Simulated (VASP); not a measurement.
# Pd (Fm-3m) in VASP: a series of runs, part 2 of 2

VASP 6.6.1. Earlier steps stand in the parts before.

## 5. Single point, PBEsol (strained)

Input file INCAR:

```
SYSTEM = Pd
  ALGO = Normal
  EDIFF = 1E-6
  ENCUT = 500
  GGA = PS
  GGA_COMPAT = .False.
  ISIF = 2
  ISMEAR = 0
  LASPH = .True.
  LCHARG = .False.
  LREAL = .False.
  LWAVE = .False.
  NBANDS = 11
  NELM = 120
  PREC = Accurate
  SIGMA = 0.1
```

Input file KPOINTS:

```
k-points
0
Gamma
  18 18 18
  0 0 0
```

Input file POSCAR:

```
Pd
1.0
    0.0000000000      1.9005562800      1.9005562800
    1.9005562800      0.0000000000      1.9005562800
    1.9005562800      1.9005562800      0.0000000000
Pd
1
Direct
    0.0000000000      0.0000000000      0.0000000000
```

Potentials or basis: VASP PAW PBE potentials, release 64 (Pd).

Command:

```sh
> cat potpaw_PBE.64/Pd/POTCAR > POTCAR
> mpirun -np 1 vasp_std > vasp.out
```

OUTCAR:

```text
SYSTEM = Pd
   EDIFF = 1E-6
   ENCUT = 500
   GGA = PS
   ISIF = 2
   ISMEAR = 0
   LASPH = .True.
   LREAL = .False.
   NELM = 120
   PREC = Accurate

 ion  position               nearest neighbor table
   1  0.000  0.000  0.000-

  LATTYP: Found a face centered cubic cell.
 ALAT       =     3.8011125600

  Lattice vectors:

 A1 = (   0.0000000000,   1.9005562800,   1.9005562800)
 A2 = (   1.9005562800,   0.0000000000,   1.9005562800)
 A3 = (   1.9005562800,   1.9005562800,   0.0000000000)

Analysis of symmetry for initial positions (statically):
=====================================================================
 Subroutine PRICEL returns:
 Original cell was already a primitive cell.

 Routine SETGRP: Setting up the symmetry group for a
 face centered cubic supercell.

 Subroutine GETGRP returns: Found 48 space group operations
 (whereof 48 operations were pure point group operations)
 out of a pool of 48 trial point group operations.

The static configuration has the point symmetry O_h .

Analysis of symmetry for dynamics (positions and initial velocities):
=====================================================================
 Subroutine PRICEL returns:
 Original cell was already a primitive cell.

 Routine SETGRP: Setting up the symmetry group for a
 face centered cubic supercell.

 Subroutine GETGRP returns: Found 48 space group operations
 (whereof 48 operations were pure point group operations)
 out of a pool of 48 trial point group operations.

The dynamic configuration has the point symmetry O_h .

 Subroutine INISYM returns: Found 48 space group operations
 (whereof 48 operations are pure point group operations),
 and found     1 'primitive' translations

----------------------------------------------------------------------------------------

                                     Primitive cell
[... 106 lines left out ...]
   IALGO  =     38    algorithm
   IMIX   =      4    mixing-type and parameters
     AMIX     =   0.40;   BMIX     =  1.00
     AMIX_MAG =   1.60;   BMIX_MAG =  1.00
  volume/ion in A,a.u.               =      13.73        92.65
  Fermi-wavevector in a.u.,A,eV,Ry     =   1.472937  2.783447 29.518420  2.169543
  Thomas-Fermi vector in A             =   2.587891
   LORBIT       =      0    0 simple, 1 ext, 2 COOP (PROOUT), +10 PAW based schemes
   GGA     = PS    functional components
   LHFCALC =     F    Hartree Fock is set to
   AEXX    =    0.0000 exact exchange contribution
   IVDW    =     0    specifies the selected vdW correction
   LEPSILON=     F    determine dielectric tensor
   LRPA    =     F    only Hartree local field effects (RPA)
 non-spin polarized calculation
 Gauss-broadening in eV      SIGMA  =   0.10
  energy-cutoff  :      500.00
  volume of cell :       13.73
 maximum number of plane-waves:       360
   NGX =  9   NGY =  9   NGZ =  9

 number of electron      10.0000002 magnetization

 Free energy of the ion-electron system (eV)
  ---------------------------------------------------
  ext. energy  EPLUGINS =         0.00000000
  ---------------------------------------------------
  free energy    TOTEN  =        -5.93773259 eV

  energy without entropy =       -5.92718721  energy(sigma->0) =       -5.93245990

 E-fermi :  10.8940     XC(G=0): -13.8302

 val. band max:       10.8870702571   @ k =  -0.3333   0.0556   0.0000
 cond. band min:      10.8946691037   @ k =  -0.4444   0.3889   0.1111
 fundamental gap:      0.0075988466
 Fermi energy:        10.8940066156

 k-point     1 :       0.0000    0.0000    0.0000
  band No.  band energies     occupation
      1       3.0693      2.00000
      2       7.6843      2.00000
      3       7.6843      2.00000
      4       7.6843      2.00000
      5       9.5195      2.00000
      6       9.5195      2.00000
      7      28.0157      0.00000
      8      33.2022      0.00000
      9      33.2022      0.00000
     10      33.2022      0.00000
     11      36.7141      0.00000
[... 309 lines left out ...]
 k-point    24 :      -0.2222    0.0556    0.0000
  band No.  band energies     occupation
      1       4.8689      2.00000
      2       7.4197      2.00000
      3       8.0459      2.00000
      4       8.0866      2.00000
      5       9.3697      2.00000
      6       9.9660      2.00000
      7      26.3413      0.00000
      8      29.3091      0.00000
      9      33.8831      0.00000
     10      36.0535      0.00000
     11      36.5957      0.00000

 [... further k-points ...]
[... 5 lines left out ...]
  --------------------------------------------------------------------------------------
  -------------------------------------------------------------------------------------
  Total        1.1532593      1.1532593      1.1532593      0.0000000      0.0000000      0.0000000
  in kB      134.5752918    134.5752918    134.5752918      0.0000000      0.0000000      0.0000000
  external PRESSURE =     134.5752918 kB  Pullay stress =       0.0000000 kB

 VOLUME and BASIS-vectors are now :
 -----------------------------------------------------------------------------
  energy-cutoff  :      500.00
  volume of cell :       13.73
      direct lattice vectors                 reciprocal lattice vectors
     0.000000000  1.900556280  1.900556280    -0.263080870  0.263080870  0.263080870
     1.900556280  0.000000000  1.900556280     0.263080870 -0.263080870  0.263080870
     1.900556280  1.900556280  0.000000000     0.263080870  0.263080870 -0.263080870

 POSITION                                       TOTAL-FORCE (eV/Angst)
 -----------------------------------------------------------------------------------
      0.00000      0.00000      0.00000        -0.000000      0.000000      0.000000
 -----------------------------------------------------------------------------------
    total drift:                                0.000000      0.000000      0.000000

  FREE ENERGIE OF THE ION-ELECTRON SYSTEM (eV)
  ---------------------------------------------------
  free  energy   TOTEN  =        -5.9377325921 eV

  energy  without entropy=       -5.9271872087  energy(sigma->0) =       -5.93245990
```

stdout:

```text
POSCAR found type information on POSCAR Pd
 POSCAR found :  1 types and       1 ions
 scaLAPACK will be used
 -----------------------------------------------------------------------------
|                                                                             |
|                                                                             |
|     You enforced a specific xc type in the INCAR file but a different       |
|     I HOPE YOU KNOW WHAT YOU ARE DOING!                                     |
|                                                                             |
 -----------------------------------------------------------------------------

 LDA part: xc-table for (Slater+PW92), standard interpolation
 POSCAR, INCAR and KPOINTS ok, starting setup
 FFT: planning ... GRIDC
 FFT: planning ... GRID_SOFT
 FFT: planning ... GRID
 WAVECAR not read
 entering main loop
```

Run time: 9.1 s. Hardware: 1 thread of Intel Xeon 6975P-C (Granite Rapids), shared host; peak memory 0.14 GiB.

What came out:

| Quantity | Value |
| --- | --- |
| Free energy | -5.9377 eV |
| Pressure | 13.5 GPa |
| Band gap on the k mesh | zero (band 5 reaches 11.23 eV, above the bottom of band 6 at 9.44 eV) |

Levels at points of the mesh, in eV from the Fermi level:
| k point | band 2 | band 3 | band 4 | band 5 | band 6 | band 7 | band 8 | band 9 |
| --- | --- | --- | --- | --- | --- | --- | --- | --- |
| (0.00, 0.00, 0.00) | -3.21 | -3.21 | -3.21 | -1.37 | -1.37 | 17.12 | 22.31 | 22.31 |
| (0.50, 0.00, 0.00) | -3.26 | -3.26 | -0.02 | -0.02 | 0.75 | 7.86 | 16.50 | 21.69 |
| (0.50, 0.50, 0.00) | -5.76 | -0.04 | 0.34 | 0.34 | 3.24 | 11.48 | 13.49 | 13.49 |

Caveat: the cell differs from its parent crystal (strained); the PAW data sets were made with another functional, which shifts forces and pressure a little.

## 6. The runs side by side

```csv
task,cell,k mesh,cutoff (eV),gap on the mesh (eV),pressure (GPa)
single point,"a = 2.740 Å, angles 90.0, 60.0, 120.0°, 1 atom",15 × 15 × 15,500,none,-0.4
relaxation of cell and atoms,"relaxed from a = 2.751 Å, angles 60.0°, 1 atom",18 × 18 × 18,600,none,0.0
single point,"a = 2.660 Å, angles 60.0°, 1 atom",18 × 18 × 18,500,none,22.6
single point,"a = 2.688 Å, angles 60.0°, 1 atom",18 × 18 × 18,500,none,13.5
```

Alike in all rows: level PBEsol; potentials or basis VASP PAW PBE potentials, release 64 (Pd); no spin polarisation; smearing gaussian 0.1 eV.

Caveats: the PAW data sets were made with another functional, which shifts forces and pressure a little.

Total energies depend on the potentials used, so only differences within one code and one set of settings carry meaning.
